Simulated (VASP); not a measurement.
Here is a VASP 6.6.1 calculation.

File INCAR:

```
ALGO = Normal ; EDIFF = 1E-6
ENCUT = 520 ; GGA = PE
ISIF = 2 ; ISMEAR = 0
ISPIN = 2 ; LASPH = True
LCHARG = False ; LMAXMIX = 4
LORBIT = 11 ; LREAL = False
LWAVE = False ; MAGMOM = 3 -3 0 0 0 0 0 0 0 0
NBANDS = 28 ; NELM = 150
PREC = Accurate ; SIGMA = 0.1
```

The input KPOINTS:

```
k-points
0
Gamma
  12 12 2
```

Contents of POSCAR:

```
CoH4
1.0
    2.4995204803      0.0000000000      0.0000000000
   -1.2497602401      2.1646482333      0.0000000000
    0.0000000000      0.0000000000     16.5671827915
Co H
2 8
Direct
    0.6666666667      0.3333333333      0.1148573609
    0.6666666667      0.3333333333      0.6148573609
    0.3333333333      0.6666666667      0.0604942307
    1.0000000000      0.0000000000      0.1692162395
    0.3333333333      0.6666666667      0.3389108257
    0.3333333333      0.6666666667      0.3837419532
    0.3333333333      0.6666666667      0.5604942307
    1.0000000000      0.0000000000      0.6692162395
    0.3333333333      0.6666666667      0.8389108257
    0.3333333333      0.6666666667      0.8837419532
```

Potentials or basis: VASP PAW PBE potentials, release 64 (Co, H).

Run with:

```console
$ cat potpaw_PBE.64/Co/POTCAR potpaw_PBE.64/H/POTCAR > POTCAR
$ mpirun -np 1 vasp_std > vasp.out
```

**Question.** What does it give for the pressure?

**Answer.** -0.2 GPa.

**Question.** Predict the largest force.

**Answer.** 0.011 eV/Å.

**Question.** Predict the site moments.

**Answer.** Co +0.78, -0.78; H -0.01, +0.00, -0.00, +0.01 (each value once) μB.

**Question.** What does it give for the net moment?

**Answer.** 0.00 μB per cell.

Forces in eV/Å, atoms in the order of the input:
```
Co   0.000  0.000  0.000
Co   0.000  0.000  0.000
H    0.000  0.000  0.000
H    0.000  0.000  0.000
H    0.000  0.000  0.011
H    0.000  0.000 -0.010
H    0.000  0.000  0.000
H    0.000  0.000  0.000
H    0.000  0.000  0.011
H    0.000  0.000 -0.010
```
